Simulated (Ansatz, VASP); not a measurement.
**Two plane-wave programs on TiH**

```
CELL_PARAMETERS angstrom
2.94592 0.00000 0.00000
0.00000 2.94592 0.00000
0.00000 0.00000 4.56075
ATOMIC_POSITIONS crystal
Ti 0.50000 0.00000 0.50000
Ti 0.00000 0.50000 0.00000
H 0.00000 0.00000 0.25000
H 0.00000 0.00000 0.75000
```

Alike in both runs: functional r2SCAN; k mesh 16 × 16 × 10; occupations gaussian, width 0.1 eV; no spin polarisation.

Ansatz relaxed the structure, and its values are those at the end. VASP's run is a single point on that final structure, the one shown.

```csv
,VASP,Ansatz
version,VASP 6.6.1,Ansatz 0.2.0
potentials or method,"VASP PAW PBE potentials, release 64 (Ti_sv, H), cutoff 520 eV","scalar-relativistic, plane waves, PAW"
valence electrons in the cell,26,26
```

|  | VASP | Ansatz | Ansatz less VASP |
| --- | --- | --- | --- |
| gap on the k mesh at the Fermi level (eV) | none | none | - |
| pressure (GPa) | 0.4 | 0.0 | -0.40 |

VASP's potentials were made for PBE, not for r2SCAN. A gap of «none» marks a metal or a gap that the smearing closes. With one functional, cell and mesh, what is left measures potentials, basis and numerics.
